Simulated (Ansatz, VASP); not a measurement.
## Two plane-wave programs on Ga

The input INCAR:

```
SYSTEM = Ga
  ALGO = Normal
  EDIFF = 1E-7
  ENCUT = 520
  GGA = PE
  ISIF = 2
  ISMEAR = -1
  LASPH = .TRUE.
  LCHARG = .FALSE.
  LREAL = .FALSE.
  LWAVE = .FALSE.
  NBANDS = 20
  NELM = 60
  PREC = Accurate
  SIGMA = 0.1
```

File KPOINTS:

```
k-points
0
G
  15 15 15
  0 0 0
```

The input POSCAR:

```
Ga
1.0
    0.0000000000      2.8179314208      2.8179314208
    2.8179314208      0.0000000000      2.8179314208
    2.8179314208      2.8179314208      0.0000000000
Ga
2
Direct
    0.1250000000      0.1250000000      0.1250000000
    0.8750000000      0.8750000000      0.8750000000
```

Input for Ansatz:

```yaml
crystal:
  lattice:
    - [0.0, 2.8179314208, 2.8179314208]
    - [2.8179314208, 0.0, 2.8179314208]
    - [2.8179314208, 2.8179314208, 0.0]
  atoms:
    - { symbol: Ga, position: [0.125, 0.125, 0.125] }
    - { symbol: Ga, position: [0.875, 0.875, 0.875] }
hamiltonian:
  xc: pbe
  pseudopotentials:
    kind: paw
    azcp:
      Ga: "pseudopotentials/Ga.paw.azcp"
basis:
  ecutwfc: 420
  fft_grid_basis: typed
kpoints:
  mp_grid: { grid: [15, 15, 15], shift: [0, 0, 0] }
magnetization:
  spin_polarized: false
scf:
  occupations: { method: fermi_dirac, width: 0.1 }
output:
  stress: true
```

Alike in both runs: task single point; functional PBE; k mesh 15 × 15 × 15; occupations fermi-dirac, width 0.1 eV; no spin polarisation.

|  | VASP | Ansatz |
| --- | --- | --- |
| version | VASP 6.6.1 | Ansatz 0.2.0 |
| potentials or method | VASP PAW PBE potentials, release 64 (Ga_d), cutoff 520 eV | plane waves (420 eV) with PAW, scalar-relativistic |
| valence electrons in the cell | 26 | 26 |

```csv
,VASP,Ansatz,Ansatz less VASP
pressure (GPa),6.4,6.2,-0.14
```
